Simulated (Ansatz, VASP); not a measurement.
**One calculation of LiH, two programs**

INCAR

```
SYSTEM = LiH
PREC = Accurate
ENCUT = 600
EDIFF = 1E-6
ISMEAR = 0
SIGMA = 0.01
LREAL = .FALSE.
LASPH = .TRUE.
NELM = 80
ALGO = Normal
ISIF = 3
LWAVE = .FALSE.
LCHARG = .FALSE.
GGA = RP
IBRION = 2
NSW = 60
EDIFFG = -0.005
```

The input KPOINTS:

```
Automatic mesh
0
G
  7 7 7
  0 0 0
```

Contents of POSCAR:

```
LiH
1.0
    0.0000000000      2.0367500000      2.0367500000
    2.0367500000      0.0000000000      2.0367500000
    2.0367500000      2.0367500000      0.0000000000
Li H
1 1
Direct
    0.0000000000      0.0000000000      0.0000000000
    0.5000000000      0.5000000000      0.5000000000
```

Input for Ansatz:

```yaml
crystal:
  lattice:
    - [0.0, 2.03675, 2.03675]
    - [2.03675, 0.0, 2.03675]
    - [2.03675, 2.03675, 0.0]
  atoms:
    - { symbol: Li, position: [0.0, 0.0, 0.0] }
    - { symbol: H, position: [0.5, 0.5, 0.5] }
kpoints:
  mp_grid:
    grid: [7, 7, 7]
hamiltonian:
  xc: rpbe
  dispersion: none
scf:
  occupations:
    method: fixed
relax:
  f_tol: 0.005
  max_steps: 40
  cell: {}
```

Alike in both runs: task relaxation of cell and atoms; functional RPBE; k mesh 7 × 7 × 7; no spin polarisation.

|  | VASP | Ansatz |
| --- | --- | --- |
| version | VASP 6.6.1 | Ansatz 0.2.0 |
| potentials or method | VASP PAW PBE potentials, release 64 (Li_sv, H) | plane waves, PAW |
| plane-wave cutoff (eV) | 600 | 420 |
| occupations | gaussian, width 0.01 eV | fixed |
| valence electrons in the cell | 4 | 4 |

```csv
,VASP,Ansatz,Ansatz less VASP
relaxed volume (Å³/atom),8.32,8.43,+0.108
relaxed cell length with the largest relative difference (Å),2.866,2.878,+0.0123
```

VASP's potentials were made for PBE, not for RPBE.

Noted on VASP's run: the cutoff is short for stress, so the pressure is rough.
